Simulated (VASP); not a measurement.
# I (Pm-3m) in VASP: notebook, part 2 of 2

VASP 6.6.1. The steps go on from the part before.

## (3) Density of states, LDA (volume scaled by 0.43)

Input file POSCAR:

```
I
1.0
    2.5236214544      0.0000000000      0.0000000000
    0.0000000000      2.5236214544      0.0000000000
    0.0000000000      0.0000000000      2.5236214544
I
1
Direct
    0.0000000000      0.0000000000      0.0000000000
```

Input file INCAR.step1:

```
SYSTEM = I
PREC     = Accurate       ! precision mode
ENCUT    = 520            ! plane-wave cutoff, eV
EDIFF    = 1E-7           ! SCF threshold, eV
ISMEAR   = -1             ! smearing method
SIGMA    = 0.05           ! smearing width, eV
LREAL    = .FALSE.        ! projectors in reciprocal space
LASPH    = .TRUE.         ! aspherical terms in the spheres
NELM     = 100            ! most SCF steps
ALGO     = Normal         ! electronic algorithm
ISIF     = 2              ! what is computed and relaxed
LWAVE    = .FALSE.        ! write WAVECAR
LCHARG   = .TRUE.         ! write CHGCAR
GGA      = CA             ! functional
NBANDS   = 10             ! bands
```

Input file KPOINTS.step1:

```
Automatic mesh
0
G
  13 13 13
  0 0 0
```

Input file INCAR.step2:

```
SYSTEM = I
PREC     = Accurate       ! precision mode
ENCUT    = 520            ! plane-wave cutoff, eV
EDIFF    = 1E-7           ! SCF threshold, eV
ISMEAR   = -5             ! smearing method
SIGMA    = 0.05           ! smearing width, eV
LREAL    = .FALSE.        ! projectors in reciprocal space
LASPH    = .TRUE.         ! aspherical terms in the spheres
NELM     = 100            ! most SCF steps
ALGO     = Normal         ! electronic algorithm
ISIF     = 2              ! what is computed and relaxed
LWAVE    = .FALSE.        ! write WAVECAR
LCHARG   = .FALSE.        ! write CHGCAR
GGA      = CA             ! functional
LORBIT   = 11             ! projections on sites
NBANDS   = 10             ! bands
NEDOS    = 2001           ! points of the DOS
ICHARG   = 11             ! starting density
```

Input file KPOINTS.step2:

```
Automatic mesh
0
G
  20 20 20
  0 0 0
```

Potentials or basis: VASP PAW LDA potentials, release 64 (I).

On the command line:

```console
> cat potpaw_LDA.64/I/POTCAR > POTCAR
> cp INCAR.step1 INCAR
> cp KPOINTS.step1 KPOINTS
> mpirun -np 1 vasp_std > vasp.out
> cp INCAR.step2 INCAR
> cp KPOINTS.step2 KPOINTS
> mpirun -np 1 vasp_std > vasp.out
```

OUTCAR:

```text
SYSTEM = I
   PREC = Accurate
   ENCUT = 520
   EDIFF = 1E-7
   ISMEAR = -5
   LREAL = .FALSE.
   LASPH = .TRUE.
   NELM = 100
   ISIF = 2
   GGA = CA
   LORBIT = 11
   ICHARG = 11

 ion  position               nearest neighbor table
   1  0.000  0.000  0.000-

  LATTYP: Found a simple cubic cell.
 ALAT       =     2.5236214544

  Lattice vectors:

 A1 = (   2.5236214544,   0.0000000000,   0.0000000000)
 A2 = (   0.0000000000,   2.5236214544,   0.0000000000)
 A3 = (   0.0000000000,   0.0000000000,   2.5236214544)

Analysis of symmetry for initial positions (statically):
=====================================================================
 Subroutine PRICEL returns:
 Original cell was already a primitive cell.

 Routine SETGRP: Setting up the symmetry group for a
 simple cubic supercell.

 Subroutine GETGRP returns: Found 48 space group operations
 (whereof 48 operations were pure point group operations)
 out of a pool of 48 trial point group operations.

The static configuration has the point symmetry O_h .

Analysis of symmetry for dynamics (positions and initial velocities):
=====================================================================
 Subroutine PRICEL returns:
 Original cell was already a primitive cell.

 Routine SETGRP: Setting up the symmetry group for a
 simple cubic supercell.

 Subroutine GETGRP returns: Found 48 space group operations
 (whereof 48 operations were pure point group operations)
 out of a pool of 48 trial point group operations.

The dynamic configuration has the point symmetry O_h .

 Subroutine INISYM returns: Found 48 space group operations
 (whereof 48 operations are pure point group operations),
 and found     1 'primitive' translations

----------------------------------------------------------------------------------------

                                     Primitive cell

  volume of cell :      16.0721

  direct lattice vectors                    reciprocal lattice vectors
     2.523621454  0.000000000  0.000000000     0.396255943  0.000000000  0.000000000
     0.000000000  2.523621454  0.000000000     0.000000000  0.396255943  0.000000000
     0.000000000  0.000000000  2.523621454     0.000000000  0.000000000  0.396255943

  length of vectors
     2.523621454  2.523621454  2.523621454     0.396255943  0.396255943  0.396255943

  position of ions in fractional coordinates (direct lattice)
     0.000000000  0.000000000  0.000000000

  ion indices of the primitive-cell ions
   primitive index   ion index
                 1           1

----------------------------------------------------------------------------------------

 KPOINTS: Automatic mesh

Automatic generation of k-mesh.
 Grid dimensions read from file:
 generate k-points for:   20   20   20

 Generating k-lattice:

  Cartesian coordinates                     Fractional coordinates (reciprocal lattice)
     0.019812797  0.000000000  0.000000000     0.050000000  0.000000000  0.000000000
     0.000000000  0.019812797  0.000000000     0.000000000  0.050000000  0.000000000
     0.000000000  0.000000000  0.019812797     0.000000000  0.000000000  0.050000000

  Length of vectors
     0.019812797  0.019812797  0.019812797

  Shift w.r.t. Gamma in fractional coordinates (k-lattice)
     0.000000000  0.000000000  0.000000000

 TETIRR: Found   3982 inequivalent tetrahedra from    48000

 Subroutine IBZKPT returns following result:
 ===========================================

 Found    286 irreducible k-points:

 Following reciprocal coordinates:
            Coordinates               Weight
  0.000000  0.000000  0.000000      1.000000
  0.050000  0.000000  0.000000      6.000000
  0.100000  0.000000  0.000000      6.000000
  0.150000  0.000000  0.000000      6.000000
  0.200000  0.000000  0.000000      6.000000
  0.250000  0.000000  0.000000      6.000000
[... 16 lines left out ...]
  0.150000  0.100000  0.000000     24.000000
  0.200000  0.100000  0.000000     24.000000
 [... further k-points ...]
   k-points           NKPTS =    286   k-points in BZ     NKDIM =    286   number of bands    NBANDS=     10
   number of dos      NEDOS =   2001   number of ions     NIONS =      1
   total plane-waves  NPLWV =   8000
   dimension x,y,z NGX =    20 NGY =   20 NGZ =   20
   dimension x,y,z NGXF=    40 NGYF=   40 NGZF=   40
   ions per type =               1
   NGX,Y,Z   is equivalent  to a cutoff of  13.18, 13.18, 13.18 a.u.
   NGXF,Y,Z  is equivalent  to a cutoff of  26.35, 26.35, 26.35 a.u.
 SYSTEM =  I
   PREC   = accura    normal or accurate (medium, high low for compatibility)
   ISTART =      0    job   : 0-new  1-cont  2-samecut
   ICHARG =     11    charge: 1-file 2-atom 10-const
   ISPIN  =      1    spin polarized calculation?
   LNONCOLLINEAR =      F non collinear calculations
   LSORBIT =      F    spin-orbit coupling
   LASPH  =      T    aspherical Exc in radial PAW
   ENCUT  =  520.0 eV  38.22 Ry    6.18 a.u.   4.69  4.69  4.69*2*pi/ulx,y,z
   NELM   =    100;   NELMIN=  2; NELMDL=  0     # of ELM steps
   EDIFF  = 0.1E-06   stopping-criterion for ELM
   LREAL  =      F    real-space projection
   EDIFFG = 0.1E-05   stopping-criterion for IOM
   NSW    =      0    number of steps for IOM
   IBRION =     -1    ionic relax: 0-MD 1-quasi-New 2-CG
   NFREE  =      0    steps in history (QN), initial steepest desc. (CG)
   ISIF   =      2    stress and relaxation
   ISYM   =      2    0-nonsym 1-usesym 2-fastsym
   POTIM  = 0.5000    time-step for ionic-motion
   TEBEG  =    0.0;   TEEND  =   0.0 temperature during run
   PSTRESS=    0.0 pullay stress
   NELECT =       7.0000    total number of electrons
   NUPDOWN=      -1.0000    fix difference up-down
   EMIN   =  10.00;   EMAX   =-10.00  energy-range for DOS
   EFERMI =   0.00;   METHOD = LEGACY
   ISMEAR =    -5;   SIGMA  =   0.05  broadening in eV -4-tet -1-fermi 0-gaus
   EFERMI_NEDOS =   21; number of points for ismear=-14 and -15
   IALGO  =     38    algorithm
   IMIX   =      4    mixing-type and parameters
     AMIX     =   0.40;   BMIX     =  1.00
     AMIX_MAG =   1.60;   BMIX_MAG =  1.00
  volume/ion in A,a.u.               =      16.07       108.46
  Fermi-wavevector in a.u.,A,eV,Ry     =   1.240938  2.345032 20.951969  1.539926
  Thomas-Fermi vector in A             =   2.375357
   LORBIT       =     11    0 simple, 1 ext, 2 COOP (PROOUT), +10 PAW based schemes
   GGA     = CA    functional components
   LHFCALC =     F    Hartree Fock is set to
   AEXX    =    0.0000 exact exchange contribution
   IVDW    =     0    specifies the selected vdW correction
   LEPSILON=     F    determine dielectric tensor
   LRPA    =     F    only Hartree local field effects (RPA)
 non-spin polarized calculation
 Fermi weights with tetrahedron method with Bloechl corrections
  energy-cutoff  :      520.00
  volume of cell :       16.07
 maximum number of plane-waves:       461
 NGX is ok and might be reduce to    20

 number of electron       7.0000002 magnetization

 Free energy of the ion-electron system (eV)
  ---------------------------------------------------
  ext. energy  EPLUGINS =         0.00000000
  ---------------------------------------------------
  free energy    TOTEN  =         4.00614630 eV

  energy without entropy =        4.00614630  energy(sigma->0) =        4.00614630

 E-fermi :  19.6774     XC(G=0): -12.9023

 val. band max:       19.9600440455   @ k =   0.1500   0.0000   0.0000
 cond. band min:      19.5014923428   @ k =   0.5000   0.3500   0.2500
 fundamental gap:     -0.4585517027
 Fermi energy:        19.6774073404

 k-point     1 :       0.0000    0.0000    0.0000
  band No.  band energies     occupation
      1      -4.0149      2.00000
      2      19.4017      2.00000
      3      19.4017      2.00000
      4      19.4017      2.00000
      5      23.6892      0.00000
      6      23.6892      0.00000
      7      28.3860      0.00000
      8      38.7984      0.00000
      9      38.7984      0.00000
     10      38.7984      0.00000
[... 287 lines left out ...]
 k-point    24 :       0.2000    0.1000    0.0000
  band No.  band energies     occupation
      1      -2.8371      2.00000
      2      13.2446      2.00000
      3      17.8291      2.04548
      4      20.6309     -0.08486
      5      25.3331      0.00000
      6      28.3335      0.00000
      7      32.0523      0.00000
      8      33.7897      0.00000
      9      35.9959      0.00000
     10      36.4133      0.00000

 [... further k-points ...]
[... 5 lines left out ...]
  --------------------------------------------------------------------------------------
  -------------------------------------------------------------------------------------
  Total       17.3938172     17.3938172     17.3938172      0.0000000     -0.0000000      0.0000000
  in kB     1733.9351498   1733.9351498   1733.9351498      0.0000000     -0.0000000      0.0000000
  external PRESSURE =    1733.9351498 kB  Pullay stress =       0.0000000 kB

 VOLUME and BASIS-vectors are now :
 -----------------------------------------------------------------------------
  energy-cutoff  :      520.00
  volume of cell :       16.07
      direct lattice vectors                 reciprocal lattice vectors
     2.523621454  0.000000000  0.000000000     0.396255943  0.000000000  0.000000000
     0.000000000  2.523621454  0.000000000     0.000000000  0.396255943  0.000000000
     0.000000000  0.000000000  2.523621454     0.000000000  0.000000000  0.396255943

 POSITION                                       TOTAL-FORCE (eV/Angst)
 -----------------------------------------------------------------------------------
      0.00000      0.00000      0.00000         0.000000      0.000000      0.000000
 -----------------------------------------------------------------------------------
    total drift:                               -0.000000     -0.000000      0.000000

  FREE ENERGIE OF THE ION-ELECTRON SYSTEM (eV)
  ---------------------------------------------------
  free  energy   TOTEN  =         4.0061463009 eV

  energy  without entropy=        4.0061463009  energy(sigma->0) =        4.00614630

 total charge

# of ion       s       p       d       tot
------------------------------------------
    1        1.636   2.764   0.459   4.859
```

Run time: 21 s. Hardware: 1 thread of Intel Xeon 6975P-C, shared host; peak memory 0.16 GiB.

What came out:

```yaml
Valence_electrons_inside_the_program's_atomic_spheres: I 4.86
```

Caveat: spin-orbit coupling is left out, which moves the levels of the heavy elements; an odd number of electrons without spin polarisation forces a metal; a magnetic or distorted state may lie lower; tetrahedron occupations give inexact forces and stress in metals.
